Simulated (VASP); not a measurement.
# CoO in VASP: further runs

The runs below take CoO through single point, relaxation of cell and atoms, with PBE+U.

Everything below comes from runs of VASP 6.6.1. Logs are shortened: lines on timing, memory, paths and dates and some standing lists are left out, and cuts for length are marked.

### 1 The cell of the first run

It takes space group Pm-3m (No. 221, cubic). Conventional cell: a = 2.661 Å, b = 2.661 Å, c = 2.661 Å, α = 90.00°, β = 90.00°, γ = 90.00°. Co (site symmetry m-3m) has 8 O at 2.30 Å and 6 Co at 2.66 Å within 3.0 Å. Within 3.0 Å of O (site symmetry m-3m) lie 8 Co at 2.30 Å and 6 O at 2.66 Å.

### 2 Single point, PBE+U, collinear spin, antiferromagnetic start

INCAR

```
SYSTEM = CoO
  PREC = Accurate
  ENCUT = 520
  EDIFF = 1E-6
  ISMEAR = 0
  SIGMA = 0.02
  LREAL = .False.
  LASPH = .True.
  NELM = 150
  ALGO = Normal
  ISIF = 2
  LWAVE = .False.
  LCHARG = .True.
  ISPIN = 2
  MAGMOM = 3 -3 0 0
  LORBIT = 11
  LMAXMIX = 4
  LDAU = .True.
  LDAUTYPE = 2
  LDAUL = 2 -1
  LDAUU = 3.32 0
  LDAUJ = 0 0
  LDAUPRINT = 1
  GGA = PE
  LELF = .True.
  LVHAR = .True.
  NBANDS = 27
```

KPOINTS

```
regular mesh
0
Gamma
  10 10 5
  0 0 0
```

POSCAR

```
CoO
1.0
    2.6612513074      0.0000000000      2.6612513074
    0.0000000000      2.6612513074      2.6612513074
    0.0000000000      0.0000000000      5.3225026149
Co O
2 2
Direct
    0.0000000000      1.0000000000      1.0000000000
    0.0000000000      1.0000000000      0.5000000000
    0.5000000000      0.5000000000      0.7500000000
    0.5000000000      0.5000000000      0.2500000000
```

Potentials or basis: VASP PAW PBE potentials, release 64 (Co, O).

Launch:

```bash
cat potpaw_PBE.64/Co/POTCAR potpaw_PBE.64/O/POTCAR > POTCAR
mpirun -np 1 vasp_std > vasp.out
```

OUTCAR:

```text
SYSTEM = CoO
   PREC = Accurate
   ENCUT = 520
   EDIFF = 1E-6
   ISMEAR = 0
   LREAL = .False.
   LASPH = .True.
   NELM = 150
   ISIF = 2
   ISPIN = 2
   LORBIT = 11
   GGA = PE

 ion  position               nearest neighbor table
   1  0.000  0.000  0.000-   3 2.30   4 2.30   4 2.30   3 2.30   4 2.30   3 2.30   3 2.30   4 2.30
                             2 2.66   2 2.66   2 2.66   2 2.66   2 2.66   2 2.66
   2  0.000  0.000  0.500-   4 2.30   3 2.30   4 2.30   3 2.30   4 2.30   3 2.30   4 2.30   3 2.30
                             1 2.66   1 2.66   1 2.66   1 2.66   1 2.66   1 2.66
   3  0.500  0.500  0.750-   2 2.30   1 2.30   2 2.30   1 2.30   2 2.30   1 2.30   2 2.30   1 2.30

   4  0.500  0.500  0.250-   1 2.30   2 2.30   2 2.30   1 2.30   2 2.30   1 2.30   1 2.30   2 2.30

  LATTYP: Found a face centered cubic cell.
 ALAT       =     5.3225026148

  Lattice vectors:

 A1 = (   2.6612513074,  -2.6612513074,   0.0000000000)
 A2 = (   2.6612513074,   0.0000000000,   2.6612513074)
 A3 = (   0.0000000000,  -2.6612513074,   2.6612513075)

Analysis of symmetry for initial positions (statically):
=====================================================================
 Subroutine PRICEL returns following result:

  LATTYP: Found a simple cubic cell.
 ALAT       =     2.6612513074
[... 12 lines left out ...]
 Subroutine GETGRP returns: Found 48 space group operations
 (whereof 48 operations were pure point group operations)
 out of a pool of 48 trial point group operations.

The static configuration has the point symmetry O_h .

Analysis of symmetry for dynamics (positions and initial velocities):
=====================================================================
 Subroutine PRICEL returns following result:

  LATTYP: Found a simple cubic cell.
 ALAT       =     2.6612513074
[... 12 lines left out ...]
 Subroutine GETGRP returns: Found 48 space group operations
 (whereof 48 operations were pure point group operations)
 out of a pool of 48 trial point group operations.

The dynamic configuration has the point symmetry O_h .

Analysis of structural, dynamic, and magnetic symmetry:
=====================================================================
 Subroutine PRICEL returns following result:

  LATTYP: Found a simple cubic cell.
 ALAT       =     2.6612513074
[... 12 lines left out ...]
 Subroutine GETGRP returns: Found 48 space group operations
 (whereof 48 operations were pure point group operations)
 out of a pool of 48 trial point group operations.

The overall configuration has the point symmetry O_h .

 Subroutine INISYM returns: Found 48 space group operations
 (whereof 48 operations are pure point group operations),
 and found     2 'primitive' translations

----------------------------------------------------------------------------------------

                                     Primitive cell

  volume of cell :      18.8477

  direct lattice vectors                    reciprocal lattice vectors
     0.000000000 -2.661251307  0.000000000     0.000000000 -0.375763085  0.000000000
     2.661251307  0.000000000 -0.000000000     0.375763085  0.000000000  0.000000000
     0.000000000  0.000000000  2.661251307     0.000000000  0.000000000  0.375763085

  length of vectors
     2.661251307  2.661251307  2.661251307     0.375763085  0.375763085  0.375763085

  position of ions in fractional coordinates (direct lattice)
     0.000000000  0.000000000  0.000000000
     0.500000000  0.500000000  0.500000000

  ion indices of the primitive-cell ions
   primitive index   ion index
                 1           1
                 2           3

[... 140 lines left out ...]
  o =  0.1195  v =  0.0000  0.0000  0.0000  0.0000  0.0000  0.4595 -0.6278  0.0000 -0.6283 -0.0000      0.0000  0.0000  0.0000  0.0000  0.0000  0.0000  0.0000  0.0000  0.0000  0.0000
  o =  0.9468  v =  0.0000  0.0000  0.0000  0.0000  0.0000 -0.0000 -0.0000  0.0000  0.0000 -1.0000      0.0000  0.0000  0.0000  0.0000  0.0000  0.0000  0.0000  0.0000  0.0000  0.0000
  o =  0.9468  v =  0.0000  0.0000  0.0000  0.0000  0.0000  0.0000 -0.0000 -1.0000 -0.0000 -0.0000      0.0000  0.0000  0.0000  0.0000  0.0000  0.0000  0.0000  0.0000  0.0000  0.0000
  o =  0.9609  v = -0.0000 -0.0000  0.0000  0.0000  1.0000  0.0000  0.0000  0.0000  0.0000  0.0000      0.0000  0.0000  0.0000  0.0000  0.0000  0.0000  0.0000  0.0000  0.0000  0.0000
  o =  0.9609  v =  0.0000 -0.0000 -1.0000 -0.0000  0.0000  0.0000  0.0000  0.0000  0.0000  0.0000      0.0000  0.0000  0.0000  0.0000  0.0000  0.0000  0.0000  0.0000  0.0000  0.0000
  o =  0.9862  v = -0.8881 -0.3250  0.0000 -0.3251  0.0000  0.0000  0.0000  0.0000  0.0000  0.0000      0.0000  0.0000  0.0000  0.0000  0.0000  0.0000  0.0000  0.0000  0.0000  0.0000
  o =  0.9862  v = -0.0001 -0.7070 -0.0000  0.7072 -0.0000  0.0000  0.0000  0.0000  0.0000  0.0000      0.0000  0.0000  0.0000  0.0000  0.0000  0.0000  0.0000  0.0000  0.0000  0.0000
  o =  0.9862  v =  0.4597 -0.6281  0.0000 -0.6279 -0.0000  0.0000  0.0000  0.0000  0.0000  0.0000      0.0000  0.0000  0.0000  0.0000  0.0000  0.0000  0.0000  0.0000  0.0000  0.0000

atom =   2  type =  1  l = 2

 onsite density matrix

spin component  1

  0.1195 -0.0000 -0.0000 -0.0000  0.0000
 -0.0000  0.1195  0.0000  0.0000  0.0000
 -0.0000  0.0000  0.9468  0.0000 -0.0000
 -0.0000  0.0000  0.0000  0.1195 -0.0000
  0.0000  0.0000 -0.0000 -0.0000  0.9468

spin component  2

  0.9862 -0.0000  0.0000 -0.0000  0.0000
 -0.0000  0.9862 -0.0000  0.0000  0.0000
  0.0000 -0.0000  0.9609 -0.0000 -0.0000
 -0.0000  0.0000 -0.0000  0.9862 -0.0000
  0.0000  0.0000 -0.0000 -0.0000  0.9609

 occupancies and eigenvectors

  o =  0.1195  v =  0.8882  0.3249 -0.0000  0.3248 -0.0000  0.0000  0.0000  0.0000  0.0000  0.0000      0.0000  0.0000  0.0000  0.0000  0.0000  0.0000  0.0000  0.0000  0.0000  0.0000
  o =  0.1195  v = -0.0001  0.7072 -0.0000 -0.7070 -0.0000  0.0000  0.0000  0.0000  0.0000  0.0000      0.0000  0.0000  0.0000  0.0000  0.0000  0.0000  0.0000  0.0000  0.0000  0.0000
  o =  0.1195  v =  0.4594 -0.6280  0.0000 -0.6281 -0.0000  0.0000  0.0000  0.0000  0.0000  0.0000      0.0000  0.0000  0.0000  0.0000  0.0000  0.0000  0.0000  0.0000  0.0000  0.0000
  o =  0.9468  v = -0.0000 -0.0000 -0.0000  0.0000 -1.0000  0.0000  0.0000  0.0000  0.0000  0.0000      0.0000  0.0000  0.0000  0.0000  0.0000  0.0000  0.0000  0.0000  0.0000  0.0000
  o =  0.9468  v =  0.0000 -0.0000 -1.0000 -0.0000  0.0000  0.0000  0.0000  0.0000  0.0000  0.0000      0.0000  0.0000  0.0000  0.0000  0.0000  0.0000  0.0000  0.0000  0.0000  0.0000
  o =  0.9609  v =  0.0000  0.0000  0.0000  0.0000  0.0000 -0.0000 -0.0000  0.0000  0.0000  1.0000      0.0000  0.0000  0.0000  0.0000  0.0000  0.0000  0.0000  0.0000  0.0000  0.0000
  o =  0.9609  v =  0.0000  0.0000  0.0000  0.0000  0.0000  0.0000 -0.0000 -1.0000 -0.0000  0.0000      0.0000  0.0000  0.0000  0.0000  0.0000  0.0000  0.0000  0.0000  0.0000  0.0000
  o =  0.9862  v =  0.0000  0.0000  0.0000  0.0000  0.0000 -0.8881 -0.3251  0.0000 -0.3251  0.0000      0.0000  0.0000  0.0000  0.0000  0.0000  0.0000  0.0000  0.0000  0.0000  0.0000
  o =  0.9862  v =  0.0000  0.0000  0.0000  0.0000  0.0000 -0.0001 -0.7070 -0.0000  0.7072 -0.0000      0.0000  0.0000  0.0000  0.0000  0.0000  0.0000  0.0000  0.0000  0.0000  0.0000
  o =  0.9862  v =  0.0000  0.0000  0.0000  0.0000  0.0000  0.4597 -0.6281  0.0000 -0.6278 -0.0000      0.0000  0.0000  0.0000  0.0000  0.0000  0.0000  0.0000  0.0000  0.0000  0.0000

 number of electron      30.0000006 magnetization       0.0000000

 Free energy of the ion-electron system (eV)
  ---------------------------------------------------
  ext. energy  EPLUGINS =         0.00000000
  ---------------------------------------------------
  free energy    TOTEN  =       -22.75330847 eV

  energy without entropy =      -22.75330847  energy(sigma->0) =      -22.75330847

 E-fermi :   7.3428     XC(G=0): -12.6433

 val. band max:        7.1997644028   @ k =   0.5000   0.2000   0.0000
 cond. band min:       8.7077841612   @ k =   0.0000   0.0000   0.0000
 fundamental gap:      1.5080197584
 Fermi energy:         7.3427613066

 spin component 1

 k-point     1 :       0.0000    0.0000    0.0000
  band No.  band energies     occupation
      1     -11.3601      1.00000
      2      -8.6452      1.00000
      3       1.0079      1.00000
      4       1.0079      1.00000
      5       1.0080      1.00000
      6       3.0231      1.00000
[... 1433 lines left out ...]
     26      25.8283      0.00000
     27      26.6957      0.00000

 [... further k-points ...]

------------------------ aborting loop because EDIFF is reached ----------------------------------------

  FORCE on cell =-STRESS in cart. coord.  units (eV):
  Direction    XX          YY          ZZ          XY          YZ          ZX
  --------------------------------------------------------------------------------------
  -------------------------------------------------------------------------------------
  Total       -1.5108238     -1.5108238     -1.5108238      0.0000000      0.0000000      0.0000000
  in kB      -64.2150386    -64.2150386    -64.2150386      0.0000000      0.0000000      0.0000000
  external PRESSURE =     -64.2150386 kB  Pullay stress =       0.0000000 kB

 VOLUME and BASIS-vectors are now :
 -----------------------------------------------------------------------------
  energy-cutoff  :      520.00
  volume of cell :       37.70
      direct lattice vectors                 reciprocal lattice vectors
     2.661251307  0.000000000  2.661251307     0.375763085  0.000000000  0.000000000
     0.000000000  2.661251307  2.661251307     0.000000000  0.375763085  0.000000000
     0.000000000  0.000000000  5.322502615    -0.187881542 -0.187881542  0.187881542

 POSITION                                       TOTAL-FORCE (eV/Angst)
 -----------------------------------------------------------------------------------
      0.00000      0.00000      0.00000         0.000000      0.000000     -0.000000
      0.00000      0.00000      2.66125        -0.000000      0.000000      0.000000
      1.33063      1.33063      6.65313         0.000000     -0.000000      0.000000
      1.33063      1.33063      3.99188         0.000000     -0.000000     -0.000000
 -----------------------------------------------------------------------------------
    total drift:                                0.000000     -0.000000     -0.000000

  FREE ENERGIE OF THE ION-ELECTRON SYSTEM (eV)
  ---------------------------------------------------
  free  energy   TOTEN  =       -22.7533084739 eV

  energy  without entropy=      -22.7533084739  energy(sigma->0) =      -22.75330847

 total charge

# of ion       s       p       d       tot
------------------------------------------
    1        0.283   0.320   7.111   7.714
    2        0.283   0.320   7.111   7.714
    3        1.571   3.369   0.000   4.940
    4        1.571   3.369   0.000   4.940
--------------------------------------------------
tot          3.707   7.378  14.222  25.307

 magnetization (x)

# of ion       s       p       d       tot
------------------------------------------
    1        0.009   0.010   2.627   2.646
    2       -0.009  -0.010  -2.627  -2.646
    3        0.000   0.000   0.000   0.000
    4        0.000   0.000   0.000   0.000
--------------------------------------------------
tot          0.000   0.000   0.000   0.000
```

Run time: 59 s. Hardware: 1 thread of AMD EPYC 9R45 (Zen 5), shared host; peak memory 0.19 GiB.

Results:

```yaml
Free_energy: -22.7533 eV
Pressure: -6.4 GPa
Band_gap_on_the_k_mesh: 1.51 eV
Net_moment: 0.00 μB per cell
Site_moments: Co +2.65, -2.65; O +0.00 μB
Valence_electrons_inside_the_program's_atomic_spheres: Co 7.71; O 4.94
```

Levels at points of the mesh, in eV from the valence-band top:
Spin up:
```tsv
k point	band 13	band 14	band 15	band 16	band 17	band 18
(0.00, 0.00, 0.00)	-1.22	-1.22	-1.22	1.51	3.32	3.32
(0.50, 0.00, 0.00)	-0.75	-0.75	-0.31	2.22	2.87	2.87
```
Spin down:
```csv
k point,band 12,band 13,band 14,band 15,band 16,band 17,band 18,band 19
"(0.00, 0.00, 0.00)",-1.22,-1.22,-1.22,-1.22,1.51,3.32,3.32,3.32
"(0.50, 0.00, 0.00)",-1.10,-0.75,-0.75,-0.31,2.22,2.87,2.87,6.24
```

Eigenvalues of the final occupation matrices:
```
    site  spin  trace               eigenvalues
site 1 d     1   4.88  0.96 0.96 0.99 0.99 0.99
site 1 d     2   2.25  0.12 0.12 0.12 0.95 0.95
site 2 d     1   2.25  0.12 0.12 0.12 0.95 0.95
site 2 d     2   4.88  0.96 0.96 0.99 0.99 0.99
```

Caveat: the cell stands under tension. The state reached can hang on the start; a lower one may exist.

### 3 Relaxation of cell and atoms, PBE+U, collinear spin, ferromagnetic start

This run uses another cell than the first one: it holds 2 atoms, not 4.

INCAR

```
ALGO = Normal
EDIFF = 1E-6
EDIFFG = -0.01
ENCUT = 600
GGA = PE
IBRION = 2
ISIF = 3
ISMEAR = 0
ISPIN = 2
LASPH = True
LCHARG = False
LDAU = True
LDAUJ = 0 0
LDAUL = 2 -1
LDAUPRINT = 1
LDAUTYPE = 2
LDAUU = 3.32 0
LMAXMIX = 4
LORBIT = 11
LREAL = False
LWAVE = False
MAGMOM = 2.88 0.32
NELM = 150
NSW = 100
PREC = Accurate
SIGMA = 0.02
```

KPOINTS

```
k-points
0
Gamma
  10 10 10
```

POSCAR

```
CoO
1.0
    2.6602456836      0.0000000000      0.0000000000
    0.0000000000      2.6602456836      0.0000000000
    0.0000000000      0.0000000000      2.6602456836
Co O
1 1
Direct
    0.0000000000      0.0000000000      0.0000000000
    0.5000000000      0.5000000000      0.5000000000
```

Potentials or basis: VASP PAW PBE potentials, release 64 (Co, O).

Launch:

```bash
cat potpaw_PBE.64/Co/POTCAR potpaw_PBE.64/O/POTCAR > POTCAR
mpirun -np 1 vasp_std > vasp.out
```

Run time: 39 s. Hardware: 1 thread of AMD EPYC 9R45 (Zen 5), shared host; peak memory 0.14 GiB.

The run converged. Its results:

* Free energy: -11.2967 eV
* Relaxed volume: 9.20 Å³/atom
* Relaxed cell: a = 2.640 Å, b = 2.640 Å, c = 2.640 Å, α = 90.00°, β = 90.00°, γ = 90.00°
* Space group after relaxing (to 0.1 Å): Pm-3m (No. 221)
* Energy gained by relaxing: 2.6 meV/atom
* Ionic steps: 3
* Pressure after relaxing: 0.0 GPa
* Band gap on the k mesh: 1.18 eV (least direct gap 1.65 eV)
* Net moment: 3.00 μB per cell
* Site moments: Co +2.69; O +0.27 μB
* Valence electrons inside the program's atomic spheres: Co 7.73; O 4.96

Step by step:
| step | energy change (eV) | largest force (eV/Å) | pressure (GPa) | volume (Å³) |
| --- | --- | --- | --- | --- |
| 1 | 0.0000 | 0.0000 | -3.87 | 18.83 |
| 2 | -0.0039 | 0.0000 | 2.08 | 18.21 |
| 3 | -0.0051 | 0.0000 | -0.04 | 18.41 |

Final structure:
```cif
data_structure
_symmetry_space_group_name_H-M 'P 1'
_symmetry_Int_Tables_number 1
_cell_length_a 2.6405
_cell_length_b 2.6405
_cell_length_c 2.6405
_cell_angle_alpha 90.000
_cell_angle_beta 90.000
_cell_angle_gamma 90.000
_cell_volume 18.41
loop_
_atom_site_label
_atom_site_type_symbol
_atom_site_fract_x
_atom_site_fract_y
_atom_site_fract_z
_atom_site_occupancy
Co1 Co 0.00000 0.00000 0.00000 1
O1 O 0.50000 0.50000 0.50000 1
```

Levels at points of the mesh, in eV from the valence-band top:
Spin up:
```csv
k point,band 6,band 7,band 8,band 9,band 10,band 11,band 12,band 13
"(0.00, 0.00, 0.00)",-4.16,-1.60,-1.60,-1.60,1.18,15.07,15.07,20.07
"(0.50, 0.00, 0.00)",-4.10,-2.24,0.00,0.00,6.62,8.51,17.04,17.86
"(0.50, 0.50, 0.00)",-4.57,-4.46,-2.51,-0.66,5.68,11.66,11.66,16.28
"(0.50, 0.50, 0.50)",-2.47,-0.71,-0.71,-0.71,7.24,7.24,7.24,14.46
```
Spin down:
```tsv
k point	band 4	band 5	band 6	band 7	band 8	band 9
(0.00, 0.00, 0.00)	-1.09	-1.09	-1.09	1.89	2.52	2.52
(0.50, 0.00, 0.00)	-1.58	-1.58	-0.73	2.62	3.40	3.40
(0.50, 0.50, 0.00)	-3.12	-0.84	-0.14	1.51	1.81	1.81
(0.50, 0.50, 0.50)	-4.70	-0.80	-0.80	3.73	3.73	3.73
```

Eigenvalues of the final occupation matrices:
```
    site  spin  trace               eigenvalues
site 1 d     1   4.90  0.96 0.96 0.99 0.99 0.99
site 1 d     2   2.23  0.11 0.11 0.11 0.95 0.95
```

Caveat: a cell with one magnetic atom can't hold antiferromagnetic order, which such compounds often take.

(Continued in part 2 of 2.)
